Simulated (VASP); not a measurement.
The system is SbAs (Stibarsen).

```
Sb As
1.0
     2.01275    1.16206    3.61233
    -2.01275    1.16206    3.61233
     0.00000   -2.32412    3.61233
Sb As
1 1
Direct
  0.50000 0.50000 0.50000
  0.00000 0.00000 0.00000
```

```yaml
Program: VASP 6.6.1
Task: relaxation of volume and atoms at fixed shape
Functional: PBEsol
Potentials_or_basis: VASP PAW PBE potentials, release 64 (Sb, As)
Cutoff: 600 eV
k_mesh: 6 × 6 × 6
Occupations: fermi-dirac, width 0.01 eV
Spin: no spin polarisation
```

At the start: pressure -4.0 GPa; volume 25.35 Å³/atom.

Q: How do energy, volume and symmetry change on relaxing?

A: Over 3 steps the energy falls by 19.0 meV/atom and the volume is 23.91 Å³/atom (-5.7 %); space group R-3m (No. 166, to 0.05 Å).

The path:
| step | energy change (eV) | largest force (eV/Å) | pressure (GPa) | volume (Å³) |
| --- | --- | --- | --- | --- |
| 1 | 0.0000 | 0.0000 | -3.99 | 50.69 |
| 2 | -0.0240 | 0.0000 | 2.77 | 46.20 |
| 3 | -0.0379 | 0.0000 | 0.00 | 47.82 |

Final structure:
```xyz
2
Lattice="1.9739 1.1396 3.5427 -1.9739 1.1396 3.5427 0.0000 -2.2793 3.5427" Properties=species:S:1:pos:R:3 pbc="T T T"
Sb    0.0000    0.0000    5.3140
As    0.0000    0.0000    0.0000
```

Caveat: the PAW data sets were made with another functional, which shifts forces and pressure a little.
